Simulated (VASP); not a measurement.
# Al3B2P (Cmmm) in VASP: a series of runs

The runs below take Al3B2P through single point, relaxation of cell and atoms, with PBE.

Everything below comes from runs of VASP 6.6.1. Logs are shortened: lines on timing, memory, paths and dates and some standing lists are left out, and cuts for length are marked.

**1. The cell of the first run**

The structure is orthorhombic, space group Cmmm (No. 65). The conventional cell has a = 7.712 Å, b = 8.698 Å, c = 3.646 Å, α = 90.00°, β = 90.00°, γ = 90.00°. Al (site symmetry m2m) has 2 B at 2.04 Å and 2 P at 2.36 Å within 2.7 Å. Within 3.8 Å of Al (site symmetry mmm) lie 4 Al at 2.85 to 3.65 Å and 4 B at 2.91 Å. Within 2.7 Å of B (site symmetry 2/m) lie 2 Al at 2.04 Å. Within 3.1 Å of P (site symmetry mmm) lie 4 Al at 2.36 Å.

**2. Single point, PBE**

Input file INCAR:

```
  PREC = Accurate
  ENCUT = 520
  EDIFF = 1E-7
  ISMEAR = 0
  SIGMA = 0.1
  LREAL = False
  LASPH = True
  NELM = 100
  ALGO = Normal
  ISIF = 2
  LWAVE = False
  LCHARG = False
  GGA = PE
  NBANDS = 19
```

Input file KPOINTS:

```
Automatic mesh
0
Gamma
  4 4 6
```

Input file POSCAR:

```
Al3B2P
1.0
    3.8559701750     -4.3492170775      0.0000000000
    3.8559701750      4.3492170775      0.0000000000
    0.0000000000      0.0000000000      3.6459635221
Al B P
3 2 1
Direct
    0.8275928887      0.1724071113      0.5000000000
    0.1724071113      0.8275928887      0.5000000000
    0.5000000000      0.5000000000      0.5000000000
    0.0000000000      0.5000000000      0.5000000000
    0.5000000000      0.0000000000      0.5000000000
    0.0000000000      0.0000000000      0.0000000000
```

Potentials or basis: VASP PAW PBE potentials, release 64 (Al, B, P).

Command:

```console
$ cat potpaw_PBE.64/Al/POTCAR potpaw_PBE.64/B/POTCAR potpaw_PBE.64/P/POTCAR > POTCAR
$ mpirun -np 1 vasp_std > vasp.out
```

OUTCAR:

```text
PREC = Accurate
   ENCUT = 520
   EDIFF = 1E-7
   ISMEAR = 0
   LREAL = False
   LASPH = True
   NELM = 100
   ISIF = 2
   GGA = PE

 ion  position               nearest neighbor table
   1  0.828  0.172  0.500-   4 2.04   5 2.04   6 2.36   6 2.36   3 2.85   2 3.00
   2  0.172  0.828  0.500-   4 2.04   5 2.04   6 2.36   6 2.36   3 2.85   1 3.00
   3  0.500  0.500  0.500-   1 2.85   2 2.85
   4  0.000  0.500  0.500-   1 2.04   2 2.04
   5  0.500  0.000  0.500-   1 2.04   2 2.04
   6  0.000  0.000  0.000-   1 2.36   2 2.36   1 2.36   2 2.36

  LATTYP: Found a base centered orthorhombic cell.
 ALAT       =     7.7119403500
 B/A-ratio  =     1.1279177172
 C/A-ratio  =     0.4727686362

  Lattice vectors:

 A1 = (   3.8559701750,  -4.3492170775,   0.0000000000)
 A2 = (   3.8559701750,   4.3492170775,   0.0000000000)
 A3 = (   0.0000000000,   0.0000000000,   3.6459635221)

Analysis of symmetry for initial positions (statically):
=====================================================================
 Subroutine PRICEL returns:
 Original cell was already a primitive cell.

 Routine SETGRP: Setting up the symmetry group for a
 base centered orthorhombic supercell.

 Subroutine GETGRP returns: Found  8 space group operations
 (whereof  8 operations were pure point group operations)
 out of a pool of  8 trial point group operations.

The static configuration has the point symmetry D_2h.

Analysis of symmetry for dynamics (positions and initial velocities):
=====================================================================
 Subroutine PRICEL returns:
 Original cell was already a primitive cell.

 Routine SETGRP: Setting up the symmetry group for a
 base centered orthorhombic supercell.

 Subroutine GETGRP returns: Found  8 space group operations
 (whereof  8 operations were pure point group operations)
 out of a pool of  8 trial point group operations.

The dynamic configuration has the point symmetry D_2h.

 Subroutine INISYM returns: Found  8 space group operations
 (whereof  8 operations are pure point group operations),
 and found     1 'primitive' translations

----------------------------------------------------------------------------------------

                                     Primitive cell

  volume of cell :     122.2889

  direct lattice vectors                    reciprocal lattice vectors
[... 91 lines left out ...]
   LSORBIT =      F    spin-orbit coupling
   LASPH  =      T    aspherical Exc in radial PAW
   ENCUT  =  520.0 eV  38.22 Ry    6.18 a.u.  10.81 10.81  6.78*2*pi/ulx,y,z
   NELM   =    100;   NELMIN=  2; NELMDL= -5     # of ELM steps
   EDIFF  = 0.1E-06   stopping-criterion for ELM
   LREAL  =      F    real-space projection
   EDIFFG = 0.1E-05   stopping-criterion for IOM
   NSW    =      0    number of steps for IOM
   IBRION =     -1    ionic relax: 0-MD 1-quasi-New 2-CG
   NFREE  =      0    steps in history (QN), initial steepest desc. (CG)
   ISIF   =      2    stress and relaxation
   ISYM   =      2    0-nonsym 1-usesym 2-fastsym
   POTIM  = 0.5000    time-step for ionic-motion
   TEBEG  =    0.0;   TEEND  =   0.0 temperature during run
   PSTRESS=    0.0 pullay stress
   NELECT =      20.0000    total number of electrons
   NUPDOWN=      -1.0000    fix difference up-down
   EMIN   =  10.00;   EMAX   =-10.00  energy-range for DOS
   EFERMI =   0.00;   METHOD = LEGACY
   ISMEAR =     0;   SIGMA  =   0.10  broadening in eV -4-tet -1-fermi 0-gaus
   EFERMI_NEDOS =   21; number of points for ismear=-14 and -15
   IALGO  =     38    algorithm
   IMIX   =      4    mixing-type and parameters
     AMIX     =   0.40;   BMIX     =  1.00
     AMIX_MAG =   1.60;   BMIX_MAG =  1.00
  volume/ion in A,a.u.               =      20.38       137.54
  Fermi-wavevector in a.u.,A,eV,Ry     =   0.895274  1.691822 10.905273  0.801515
  Thomas-Fermi vector in A             =   2.017585
   LORBIT       =      0    0 simple, 1 ext, 2 COOP (PROOUT), +10 PAW based schemes
   GGA     = PE    functional components
   LHFCALC =     F    Hartree Fock is set to
   AEXX    =    0.0000 exact exchange contribution
   IVDW    =     0    specifies the selected vdW correction
   LEPSILON=     F    determine dielectric tensor
   LRPA    =     F    only Hartree local field effects (RPA)
 non-spin polarized calculation
 Gauss-broadening in eV      SIGMA  =   0.10
  energy-cutoff  :      520.00
  volume of cell :      122.29
 maximum number of plane-waves:      3326
 NGX is ok and might be reduce to    48
   NGX = 21   NGY = 21   NGZ = 13

 number of electron      20.0000002 magnetization

 Free energy of the ion-electron system (eV)
  ---------------------------------------------------
  ext. energy  EPLUGINS =         0.00000000
  ---------------------------------------------------
  free energy    TOTEN  =       -23.71866124 eV

  energy without entropy =      -23.69811796  energy(sigma->0) =      -23.70838960

 E-fermi :   3.4146     XC(G=0):  -8.7355

 val. band max:        3.4048803058   @ k =   0.0000   0.0000   0.3333
 cond. band min:       3.4265022457   @ k =   0.5000   0.2500   0.5000
 fundamental gap:      0.0216219399
 Fermi energy:         3.4146298293

 k-point     1 :       0.0000    0.0000    0.0000
  band No.  band energies     occupation
      1      -8.3615      2.00000
      2      -4.0656      2.00000
      3      -2.9985      2.00000
      4      -2.8228      2.00000
      5      -0.3444      2.00000
      6       0.7199      2.00000
[... 505 lines left out ...]
      6       0.2094      2.00000
[... 11 lines left out ...]
     18       9.2016      0.00000
     19       9.2082      0.00000

 [... further k-points ...]
[... 5 lines left out ...]
  --------------------------------------------------------------------------------------
  -------------------------------------------------------------------------------------
  Total        0.0446839     -0.0397646     -0.0304896      0.0000000      0.0000000      0.0000000
  in kB        0.5854292     -0.5209788     -0.3994623      0.0000000      0.0000000      0.0000000
  external PRESSURE =      -0.1116706 kB  Pullay stress =       0.0000000 kB

 VOLUME and BASIS-vectors are now :
 -----------------------------------------------------------------------------
  energy-cutoff  :      520.00
  volume of cell :      122.29
      direct lattice vectors                 reciprocal lattice vectors
     3.855970175 -4.349217077  0.000000000     0.129669053 -0.114963220  0.000000000
     3.855970175  4.349217077  0.000000000     0.129669053  0.114963220  0.000000000
     0.000000000  0.000000000  3.645963522     0.000000000  0.000000000  0.274275920

 POSITION                                       TOTAL-FORCE (eV/Angst)
 -----------------------------------------------------------------------------------
      3.85597     -2.84955      1.82298         0.000000      0.004658      0.000000
      3.85597      2.84955      1.82298         0.000000     -0.004658      0.000000
      3.85597      0.00000      1.82298        -0.000000     -0.000000      0.000000
      1.92799      2.17461      1.82298         0.000000     -0.000000      0.000000
      1.92799     -2.17461      1.82298         0.000000     -0.000000      0.000000
      0.00000      0.00000      0.00000         0.000000     -0.000000      0.000000
 -----------------------------------------------------------------------------------
    total drift:                               -0.000000      0.000000     -0.000000

  FREE ENERGIE OF THE ION-ELECTRON SYSTEM (eV)
  ---------------------------------------------------
  free  energy   TOTEN  =       -23.7186612442 eV

  energy  without entropy=      -23.6981179591  energy(sigma->0) =      -23.70838960
```

OSZICAR:

```text
N       E                     dE             d eps       ncg     rms          rms(c)
DAV:   1     0.328384183052E+02    0.32838E+02   -0.72103E+03  1064   0.829E+02
DAV:   2    -0.218131597250E+02   -0.54652E+02   -0.52017E+02  1397   0.122E+02
DAV:   3    -0.255553881743E+02   -0.37422E+01   -0.36380E+01  1344   0.283E+01
DAV:   4    -0.256180476965E+02   -0.62660E-01   -0.62567E-01  1383   0.426E+00
DAV:   5    -0.256192937629E+02   -0.12461E-02   -0.12460E-02  1332   0.641E-01    0.757E+00
DAV:   6    -0.238463861266E+02    0.17729E+01   -0.37457E+00  1214   0.715E+00    0.386E+00
DAV:   7    -0.237383360258E+02    0.10805E+00   -0.57729E-01  1304   0.315E+00    0.181E+00
DAV:   8    -0.237185917578E+02    0.19744E-01   -0.51356E-02  1215   0.109E+00    0.659E-01
DAV:   9    -0.237186537376E+02   -0.61980E-04   -0.86599E-03  1294   0.458E-01    0.141E-01
DAV:  10    -0.237186030250E+02    0.50713E-04   -0.97900E-04  1177   0.136E-01    0.845E-02
DAV:  11    -0.237186559016E+02   -0.52877E-04   -0.13205E-04  1296   0.579E-02    0.298E-02
DAV:  12    -0.237186602823E+02   -0.43807E-05   -0.14904E-05  1286   0.199E-02    0.123E-02
DAV:  13    -0.237186612646E+02   -0.98233E-06   -0.20956E-06  1328   0.741E-03    0.314E-03
DAV:  14    -0.237186612442E+02    0.20359E-07   -0.26251E-07  1116   0.233E-03
   1 F= -.23718661E+02 E0= -.23708390E+02  d E =-.205433E-01
```

stdout:

```text
POSCAR found type information on POSCAR AlB P
 POSCAR found :  3 types and       6 ions
 scaLAPACK will be used
 LDA part: xc-table for (Slater+PW92), standard interpolation
 POSCAR, INCAR and KPOINTS ok, starting setup
 FFT: planning ... GRIDC
 FFT: planning ... GRID_SOFT
 FFT: planning ... GRID
 WAVECAR not read
 entering main loop
```

Run time: 58 s. Hardware: 1 thread of AMD EPYC 7R43 (Zen 3), shared host; peak memory 0.22 GiB.

What came out:

```yaml
Free_energy: -23.7187 eV
Pressure: 0.0 GPa
Largest_force: 0.005 eV/Å
Band_gap_on_the_k_mesh: zero (band 10 reaches 4.37 eV, above the bottom of band 11 at 2.51 eV)
```

Forces in eV/Å, atoms in the order of the input:
```
Al   0.000  0.005  0.000
Al   0.000 -0.005  0.000
Al   0.000  0.000  0.000
B    0.000  0.000  0.000
B    0.000  0.000  0.000
P    0.000  0.000  0.000
```

**3. Relaxation of cell and atoms, PBE**

This run uses another cell than the first one, of 15.75 Å³/atom, 0.773 times its volume.

Input file INCAR:

```
SYSTEM = Al3B2P
ALGO = Normal ; EDIFF = 1E-6
EDIFFG = -0.04 ; ENCUT = 600
GGA = PE ; IBRION = 2
ISIF = 3 ; ISMEAR = 0
LASPH = .TRUE. ; LCHARG = .FALSE.
LREAL = .FALSE. ; LWAVE = .FALSE.
NELM = 100 ; NSW = 90
PREC = Accurate ; SIGMA = 0.1
```

Input file KPOINTS:

```
k-points
0
G
  4 4 4
  0 0 0
```

Input file POSCAR:

```
Al3B2P
1.0
    3.1639380100     -3.5829970800      0.0000000000
    3.1639380100      3.5829970800      0.0000000000
    0.0000000000      0.0000000000      4.1670906200
Al B P
3 2 1
Direct
    0.8462198700      0.1537801300      0.5000000000
    0.1537801300      0.8462198700      0.5000000000
    0.5000000000      0.5000000000      0.5000000000
    0.0000000000      0.5000000000      0.5000000000
    0.5000000000      0.0000000000      0.5000000000
    0.0000000000      0.0000000000      0.0000000000
```

Potentials or basis: VASP PAW PBE potentials, release 64 (Al, B, P).

Command:

```console
$ cat potpaw_PBE.64/Al/POTCAR potpaw_PBE.64/B/POTCAR potpaw_PBE.64/P/POTCAR > POTCAR
$ mpirun -np 1 vasp_std > vasp.out
```

It took 5 min on 1 thread of AMD EPYC 7R43 (Zen 3), shared host; peak memory 0.21 GiB.

The run converged. Its results:

```yaml
Free_energy: -23.6873 eV
Relaxed_volume: 20.47 Å³/atom
Relaxed_cell: a = 5.752 Å, b = 5.752 Å, c = 3.732 Å, α = 90.00°, β = 90.00°, γ = 96.04°
Space_group_after_relaxing_to_0.05_Å: Cmmm (No. 65)
Energy_gained_by_relaxing: 775.4 meV/atom
Ionic_steps: 15
Pressure_after_relaxing: 0.0 GPa
Largest_force_after_relaxing: 0.036 eV/Å
Band_gap_on_the_k_mesh: zero (band 10 reaches 4.31 eV, above the bottom of band 11 at 2.49 eV)
```

Forces in eV/Å, atoms in the order of the input:
```
Al   0.000  0.036  0.000
Al   0.000 -0.036  0.000
Al   0.000  0.000  0.000
B    0.000  0.000  0.000
B    0.000  0.000  0.000
P    0.000  0.000  0.000
```

Step by step:
```
step  energy change (eV)  largest force (eV/Å)  pressure (GPa)  volume (Å³)
   1              0.0000                1.5311           37.10        94.48
   2             -2.8922                3.1458           -6.12       150.92
   3             -4.0042                2.8196            2.07       124.16
   4             -4.4485                0.2108           -1.76       132.40
   5             -4.4511                0.0769           -1.53       131.70
   6             -4.5257                0.0075           -0.71       128.67
   7             -4.5826                0.1033            0.70       124.56
   8             -4.5883                0.1837            1.38       122.78
   9             -4.6253                0.4660            0.06       123.86
  10             -4.6259                0.5033           -0.11       124.01
  11             -4.6483                0.1267           -0.57       124.41
  12             -4.6492                0.0476           -0.66       124.49
  13             -4.6517                0.0299            0.24       122.57
  14             -4.6522                0.0064           -0.03       123.14
  15             -4.6527                0.0362            0.04       122.80
```

Final structure:
```xyz
6
Lattice="3.8475 -4.2760 0.0000 3.8475 4.2760 0.0000 0.0000 0.0000 3.7323" Properties=species:S:1:pos:R:3 pbc="T T T"
Al    3.8475   -2.8121    1.8661
Al    3.8475    2.8121    1.8661
Al    3.8475    0.0000    1.8661
B     1.9237    2.1380    1.8661
B     1.9237   -2.1380    1.8661
P     0.0000    0.0000    0.0000
```

Levels at points of the mesh, in eV from the Fermi level:
| k point | band 8 | band 9 | band 10 | band 11 | band 12 | band 13 |
| --- | --- | --- | --- | --- | --- | --- |
| (0.00, 0.00, 0.00) | -2.50 | -1.42 | 0.93 | 1.40 | 1.55 | 1.66 |
| (0.50, 0.00, 0.00) | -1.58 | -1.19 | 0.38 | 1.06 | 1.67 | 1.98 |
| (0.50, 0.50, 0.00) | -1.63 | -0.86 | 0.59 | 0.82 | 1.52 | 1.69 |
| (0.00, 0.00, 0.50) | -1.97 | -1.22 | -1.04 | -0.89 | -0.89 | -0.40 |
| (0.50, 0.00, 0.50) | -2.58 | -1.87 | -0.91 | -0.06 | 0.20 | 1.85 |
| (0.50, 0.50, 0.50) | -1.23 | -0.75 | -0.66 | 0.91 | 1.03 | 1.69 |

Caveat: the k points lie up to 0.42 Å⁻¹ apart in the final cell; the volume moved by over 15 % at a fixed basis, so the end points are rough.
